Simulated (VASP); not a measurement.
Here is a VASP 6.6.1 calculation.

Contents of POSCAR:

```
Cl
1.0
    9.9665550000      0.0000000000      0.0000000000
    0.0000000000      9.9665550000      0.0000000000
    0.0000000000      0.0000000000      9.9665550000
Cl
24
Direct
    0.1331453045      0.7639951819      0.5299925601
    0.2909932268      0.7357105840      0.6510072939
   -0.0050569128      0.1276368816      0.1272154721
   -0.1340984924      0.2663809110      0.0628702696
    0.8555413581      0.8220894783      0.9709573669
    1.0309078714      0.7867412561      1.0556606571
    0.9358399166      0.1396570831      0.4774367873
    0.8352936396      0.1084627537      0.6498835355
    0.2299791653      0.0991817132      0.8025541423
    0.1998584265      0.2448488971      0.6621846767
    0.3995462825      0.8252801495      0.2857055422
    0.4790120558      0.8288520958      0.1009175186
    0.8589728346      0.5644879299      0.5121930296
    0.6753587373      0.5916788700      0.5882473934
    0.0452112089      0.5032932643      0.2634210116
    0.1983232923      0.4282322227      0.3597732617
    0.4849017539      0.4478177264      0.0657298334
    0.5511332652      0.3981014503     -0.1209244318
    0.5520563525     -0.1376202710      0.7961125986
    0.5834312859      0.0586963098      0.8353739080
    0.5033634992      0.1247973849      0.4176066856
    0.5439492382      0.3215955764      0.4508378271
    0.2119789636      0.5149622914      0.9122209229
    0.0377362088      0.5389023589      0.8067281021
```

INCAR.step1

```
SYSTEM = Cl
ALGO = Normal
EDIFF = 1E-4
ENCUT = 520
GGA = PE
ISMEAR = -1
LASPH = .TRUE.
LCHARG = .FALSE.
LREAL = Auto
LWAVE = .TRUE.
NBANDS = 102
NELM = 100
PREC = Accurate
SIGMA = 0.05
```

INCAR.step2

```
SYSTEM = Cl
ALGO = Normal
EDIFF = 1E-6
ENCUT = 520
ISIF = 2
ISMEAR = -1
ISTART = 1
LASPH = .TRUE.
LCHARG = .FALSE.
LMIXTAU = .TRUE.
LREAL = Auto
LWAVE = .FALSE.
METAGGA = R2SCAN
NBANDS = 102
NELM = 100
PREC = Accurate
SIGMA = 0.05
```

The input KPOINTS:

```
k-points
0
G
  1 1 1
  0 0 0
```

Potentials or basis: VASP PAW PBE potentials, release 64 (Cl).

Run with:

```sh
$ cat potpaw_PBE.64/Cl/POTCAR > POTCAR
$ cp INCAR.step1 INCAR
$ mpirun -np 1 vasp_gam > vasp.out
$ cp INCAR.step2 INCAR
$ mpirun -np 1 vasp_gam > vasp.out
```

(1) What does it give for the pressure?

(2) What does it give for the largest force?

Answers

(1) -0.6 GPa.

(2) 0.999 eV/Å.

Caveat: the k points lie up to 0.63 Å⁻¹ apart; the atoms stand as in a frame of molecular dynamics; the PAW data sets were made with another functional, which shifts forces and pressure a little.
